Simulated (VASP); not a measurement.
# BaTiO3 in VASP: single point with RPBE

Aim: the single point of BaTiO3 with RPBE.

Everything below comes from runs of VASP 6.6.1. Logs are shortened: lines on timing, memory, paths and dates and some standing lists are left out, and cuts for length are marked.

## 1. The cell of the first run

The typed cell holds 5 atoms: a = 4.123 Å, b = 4.123 Å, c = 4.124 Å, α = 89.48°, β = 89.48°, γ = 89.48°.

## 2. Single point, RPBE

INCAR

```
PREC     = Accurate       # precision mode
ENCUT    = 520            # plane-wave cutoff, eV
EDIFF    = 1E-7           # SCF threshold, eV
ISMEAR   = -1             # smearing method
SIGMA    = 0.05           # smearing width, eV
LREAL    = F              # projectors in reciprocal space
LASPH    = T              # aspherical terms in the spheres
NELM     = 100            # most SCF steps
ALGO     = Normal         # electronic algorithm
ISIF     = 2              # what is computed and relaxed
LWAVE    = F              # write WAVECAR
LCHARG   = F              # write CHGCAR
GGA      = RP             # functional
NBANDS   = 28             # bands
```

KPOINTS

```
Automatic mesh
0
Gamma
  7 7 7
```

POSCAR

```
BaTiO3
1.0
    2.9020847960      1.6754176647      2.4020454641
   -2.9018159354      1.6752876083      2.4018090585
    0.0000217982     -3.3519053633      2.4027725763
Ba Ti O
1 1 3
Direct
    0.0080983134      1.0080717993      0.0081654990
    0.5241481859      0.5241121515      0.5242541668
    0.4870416618      0.4870461293      0.9723238284
    0.4869830000      0.9724666345      0.4869715218
    0.9724288390      0.4870032755      0.4869849740
```

Potentials or basis: VASP PAW PBE potentials, release 64 (Ba_sv, Ti_sv, O).

Command:

```bash
cat potpaw_PBE.64/Ba_sv/POTCAR potpaw_PBE.64/Ti_sv/POTCAR potpaw_PBE.64/O/POTCAR > POTCAR
mpirun -np 1 vasp_std > vasp.out
```

OUTCAR:

```text
PREC = Accurate
   ENCUT = 520
   EDIFF = 1E-7
   ISMEAR = -1
   LREAL = F
   LASPH = T
   NELM = 100
   ISIF = 2
   GGA = RP

 ion  position               nearest neighbor table
   1  0.008  0.008  0.008-   4 2.81   5 2.81   3 2.81   3 2.91   5 2.91   3 2.91   4 2.91   4 2.91
                             5 2.91   3 3.06   5 3.06   4 3.06   2 3.49   2 3.52   2 3.52   2 3.52
   2  0.524  0.524  0.524-   3 1.86   5 1.86   4 1.86   4 2.29   5 2.29   3 2.29   1 3.49   1 3.52
                             1 3.52   1 3.52   1 3.60   1 3.60   1 3.60   1 3.72
   3  0.487  0.487  0.972-   2 1.86   2 2.29   1 2.81   1 2.91   1 2.91   1 3.06
   4  0.487  0.972  0.487-   2 1.86   2 2.29   1 2.81   1 2.91   1 2.91   1 3.06
   5  0.972  0.487  0.487-   2 1.86   2 2.29   1 2.81   1 2.91   1 2.91   1 3.06

  LATTYP: Found a triclinic cell.
 ALAT       =     4.1229774346
 B/A-ratio  =     1.4076964596
 C/A-ratio  =     1.0002835860
 COS(alpha) =     0.0000108040
 COS(beta)  =     0.0091621347
 COS(gamma) =     0.7039136699

  Lattice vectors:

 A1 = (  -2.9020847960,  -1.6754176647,  -2.4020454641)
 A2 = (  -5.8039007314,  -0.0001300564,  -0.0002364056)
 A3 = (  -0.0000217982,   3.3519053633,  -2.4027725763)

Analysis of symmetry for initial positions (statically):
=====================================================================
 Subroutine PRICEL returns:
 Original cell was already a primitive cell.

 Routine SETGRP: Setting up the symmetry group for a
 triclinic supercell.

 Subroutine GETGRP returns: Found  1 space group operations
 (whereof  1 operations were pure point group operations)
 out of a pool of  2 trial point group operations.

The static configuration has the point symmetry C_1 .

Analysis of symmetry for dynamics (positions and initial velocities):
=====================================================================
 Subroutine PRICEL returns:
 Original cell was already a primitive cell.

 Routine SETGRP: Setting up the symmetry group for a
 triclinic supercell.

 Subroutine GETGRP returns: Found  1 space group operations
 (whereof  1 operations were pure point group operations)
 out of a pool of  2 trial point group operations.

The dynamic configuration has the point symmetry C_1 .

 Subroutine INISYM returns: Found  1 space group operations
 (whereof  1 operations are pure point group operations),
 and found     1 'primitive' translations

----------------------------------------------------------------------------------------

                                     Primitive cell

  volume of cell :      70.0909

  direct lattice vectors                    reciprocal lattice vectors
     2.902084796  1.675417665  2.402045464     0.172290034  0.099477270  0.138770786
    -2.901815935  1.675287608  2.401809059    -0.172305798  0.099484992  0.138784685
     0.000021798 -3.351905363  2.402772576    -0.000001194 -0.198892265  0.138728048

  length of vectors
     4.122977435  4.122597609  4.124146653     0.242563217  0.242585533  0.242494545

  position of ions in fractional coordinates (direct lattice)
     0.008098313  0.008071799  0.008165499
     0.524148186  0.524112151  0.524254167
     0.487041662  0.487046129  0.972323828
     0.486983000  0.972466635  0.486971522
     0.972428839  0.487003276  0.486984974

  ion indices of the primitive-cell ions
   primitive index   ion index
                 1           1
                 2           2
                 3           3
                 4           4
                 5           5

----------------------------------------------------------------------------------------

 KPOINTS: Automatic mesh

Automatic generation of k-mesh.
 Grid dimensions read from file:
 generate k-points for:    7    7    7

 Generating k-lattice:

  Cartesian coordinates                     Fractional coordinates (reciprocal lattice)
     0.024612862  0.014211039  0.019824398     0.142857143 -0.000000000  0.000000000
    -0.024615114  0.014212142  0.019826384     0.000000000  0.142857143 -0.000000000
    -0.000000171 -0.028413181  0.019818293     0.000000000  0.000000000  0.142857143

  Length of vectors
     0.034651888  0.034655076  0.034642078

  Shift w.r.t. Gamma in fractional coordinates (k-lattice)
     0.000000000  0.000000000  0.000000000

 Subroutine IBZKPT returns following result:
 ===========================================

 Found    172 irreducible k-points:

 Following reciprocal coordinates:
            Coordinates               Weight
  0.000000  0.000000  0.000000      1.000000
  0.142857  0.000000 -0.000000      2.000000
  0.285714  0.000000 -0.000000      2.000000
  0.428571  0.000000  0.000000      2.000000
  0.000000  0.142857  0.000000      2.000000
  0.142857  0.142857  0.000000      2.000000
[... 16 lines left out ...]
 -0.428571  0.428571 -0.000000      2.000000
 -0.285714  0.428571  0.000000      2.000000
 [... further k-points ...]
   k-points           NKPTS =    172   k-points in BZ     NKDIM =    172   number of bands    NBANDS=     28
   number of dos      NEDOS =    301   number of ions     NIONS =      5
   total plane-waves  NPLWV =  32768
   dimension x,y,z NGX =    32 NGY =   32 NGZ =   32
   dimension x,y,z NGXF=    64 NGYF=   64 NGZF=   64
   ions per type =               1   1   3
   NGX,Y,Z   is equivalent  to a cutoff of  12.90, 12.90, 12.90 a.u.
   NGXF,Y,Z  is equivalent  to a cutoff of  25.81, 25.81, 25.80 a.u.
 SYSTEM =  unknown system
   PREC   = accura    normal or accurate (medium, high low for compatibility)
   ISTART =      0    job   : 0-new  1-cont  2-samecut
   ICHARG =      2    charge: 1-file 2-atom 10-const
   ISPIN  =      1    spin polarized calculation?
   LNONCOLLINEAR =      F non collinear calculations
   LSORBIT =      F    spin-orbit coupling
   LASPH  =      T    aspherical Exc in radial PAW
   ENCUT  =  520.0 eV  38.22 Ry    6.18 a.u.   7.67  7.67  7.67*2*pi/ulx,y,z
   NELM   =    100;   NELMIN=  2; NELMDL= -5     # of ELM steps
   EDIFF  = 0.1E-06   stopping-criterion for ELM
   LREAL  =      F    real-space projection
   EDIFFG = 0.1E-05   stopping-criterion for IOM
   NSW    =      0    number of steps for IOM
   IBRION =     -1    ionic relax: 0-MD 1-quasi-New 2-CG
   NFREE  =      0    steps in history (QN), initial steepest desc. (CG)
   ISIF   =      2    stress and relaxation
   ISYM   =      2    0-nonsym 1-usesym 2-fastsym
   POTIM  = 0.5000    time-step for ionic-motion
   TEBEG  =    0.0;   TEEND  =   0.0 temperature during run
   PSTRESS=    0.0 pullay stress
   NELECT =      40.0000    total number of electrons
   NUPDOWN=      -1.0000    fix difference up-down
   EMIN   =  10.00;   EMAX   =-10.00  energy-range for DOS
   EFERMI =   0.00;   METHOD = LEGACY
   ISMEAR =    -1;   SIGMA  =   0.05  broadening in eV -4-tet -1-fermi 0-gaus
   EFERMI_NEDOS =   21; number of points for ismear=-14 and -15
   IALGO  =     38    algorithm
   IMIX   =      4    mixing-type and parameters
     AMIX     =   0.40;   BMIX     =  1.00
     AMIX_MAG =   1.60;   BMIX_MAG =  1.00
  volume/ion in A,a.u.               =      14.02        94.60
  Fermi-wavevector in a.u.,A,eV,Ry     =   1.357920  2.566097 25.088418  1.843947
  Thomas-Fermi vector in A             =   2.484797
   LORBIT       =      0    0 simple, 1 ext, 2 COOP (PROOUT), +10 PAW based schemes
   GGA     = RP    functional components
   LHFCALC =     F    Hartree Fock is set to
   AEXX    =    0.0000 exact exchange contribution
   IVDW    =     0    specifies the selected vdW correction
   LEPSILON=     F    determine dielectric tensor
   LRPA    =     F    only Hartree local field effects (RPA)
 non-spin polarized calculation
  energy-cutoff  :      520.00
  volume of cell :       70.09
 maximum number of plane-waves:      1900
   NGX = 15   NGY = 15   NGZ = 15

 number of electron      40.0000002 magnetization

 Free energy of the ion-electron system (eV)
  ---------------------------------------------------
  ext. energy  EPLUGINS =         0.00000000
  ---------------------------------------------------
  free energy    TOTEN  =       -38.06765298 eV

  energy without entropy =      -38.06765298  energy(sigma->0) =      -38.06765298

 E-fermi :   4.3351     XC(G=0): -10.5209

 val. band max:        3.1663584382   @ k =   0.4286   0.4286   0.4286
 cond. band min:       6.0402358495   @ k =  -0.1429   0.1429   0.0000
 fundamental gap:      2.8738774113
 Fermi energy:         4.3350637934

 k-point     1 :       0.0000    0.0000    0.0000
  band No.  band energies     occupation
      1     -53.1762      2.00000
      2     -29.3730      2.00000
      3     -29.3603      2.00000
      4     -29.3598      2.00000
      5     -21.8746      2.00000
      6     -13.4420      2.00000
[... 20 lines left out ...]
     27       8.3781      0.00000
     28       9.8218      0.00000

 k-point     2 :       0.1429    0.0000   -0.0000
  band No.  band energies     occupation
      1     -53.1761      2.00000
      2     -29.3758      2.00000
      3     -29.3634      2.00000
      4     -29.3598      2.00000
      5     -21.8613      2.00000
      6     -13.4409      2.00000
[... 20 lines left out ...]
     27       8.7068      0.00000
     28      10.2842      0.00000

 k-point     3 :       0.2857    0.0000   -0.0000
  band No.  band energies     occupation
      1     -53.1758      2.00000
      2     -29.3872      2.00000
      3     -29.3661      2.00000
      4     -29.3593      2.00000
      5     -21.8314      2.00000
      6     -13.4753      2.00000
[... 20 lines left out ...]
     27       9.5192      0.00000
     28      11.2710      0.00000

 k-point     4 :       0.4286    0.0000    0.0000
  band No.  band energies     occupation
      1     -53.1756      2.00000
      2     -29.3981      2.00000
      3     -29.3663      2.00000
      4     -29.3589      2.00000
      5     -21.8070      2.00000
      6     -13.5311      2.00000
[... 578 lines left out ...]
     27      10.9474      0.00000
     28      12.3470      0.00000

 k-point    23 :      -0.4286    0.4286   -0.0000
  band No.  band energies     occupation
      1     -53.1750      2.00000
      2     -29.4000      2.00000
      3     -29.3907      2.00000
      4     -29.3615      2.00000
      5     -21.7594      2.00000
      6     -13.1329      2.00000
[... 20 lines left out ...]
     27      10.9441      0.00000
     28      12.2553      0.00000

 k-point    24 :      -0.2857    0.4286    0.0000
  band No.  band energies     occupation
      1     -53.1752      2.00000
      2     -29.3976      2.00000
      3     -29.3826      2.00000
      4     -29.3616      2.00000
      5     -21.7764      2.00000
      6     -13.2924      2.00000
[... 20 lines left out ...]
     27      11.1084      0.00000
     28      11.6701      0.00000

 [... further k-points ...]

------------------------ aborting loop because EDIFF is reached ----------------------------------------

  FORCE on cell =-STRESS in cart. coord.  units (eV):
  Direction    XX          YY          ZZ          XY          YZ          ZX
  --------------------------------------------------------------------------------------
  -------------------------------------------------------------------------------------
  Total        0.5773102      0.5771631      0.5266923      0.0000652      0.0002312      0.0000900
  in kB       13.1964726     13.1931115     12.0394225      0.0014914      0.0052841      0.0020581
  external PRESSURE =      12.8096689 kB  Pullay stress =       0.0000000 kB

 VOLUME and BASIS-vectors are now :
 -----------------------------------------------------------------------------
  energy-cutoff  :      520.00
  volume of cell :       70.09
      direct lattice vectors                 reciprocal lattice vectors
     2.902084796  1.675417665  2.402045464     0.172290034  0.099477270  0.138770786
    -2.901815935  1.675287608  2.401809059    -0.172305798  0.099484992  0.138784685
     0.000021798 -3.351905363  2.402772576    -0.000001194 -0.198892265  0.138728048

 POSITION                                       TOTAL-FORCE (eV/Angst)
 -----------------------------------------------------------------------------------
      0.00008     -0.00028      0.05846        -0.000067      0.000070     -0.051254
      0.00026     -0.00104      3.77751        -0.000104      0.000244     -0.083163
      0.00014     -1.62720      4.67596         0.000019     -0.029731      0.044809
     -1.40864      0.81278      4.67552        -0.025590      0.014691      0.044768
      1.40889      0.81277      4.67562         0.025741      0.014726      0.044840
 -----------------------------------------------------------------------------------
    total drift:                               -0.000004     -0.000021     -0.001127

  FREE ENERGIE OF THE ION-ELECTRON SYSTEM (eV)
  ---------------------------------------------------
  free  energy   TOTEN  =       -38.0676529768 eV

  energy  without entropy=      -38.0676529768  energy(sigma->0) =      -38.06765298
```

It took 2.5 min on 1 thread of AMD EPYC 9R45 (Zen 5), shared host; peak memory 0.39 GiB.

Results:

- Free energy: -38.0677 eV
- Pressure: 1.3 GPa
- Largest force: 0.083 eV/Å
- Band gap on the k mesh: 2.87 eV, indirect (least direct gap 3.38 eV)

Forces in eV/Å, atoms in the order of the input:
```
Ba   0.000  0.000 -0.051
Ti   0.000  0.000 -0.083
O    0.000 -0.030  0.045
O   -0.026  0.015  0.045
O    0.026  0.015  0.045
```

Stress tensor (GPa, compression positive):
```
1.32 0.00 0.00
0.00 1.32 0.00
0.00 0.00 1.20
```

Caveat: the PAW data sets were made with another functional, which shifts forces and pressure a little; spin-orbit coupling is left out, which moves the levels of the heavy elements.
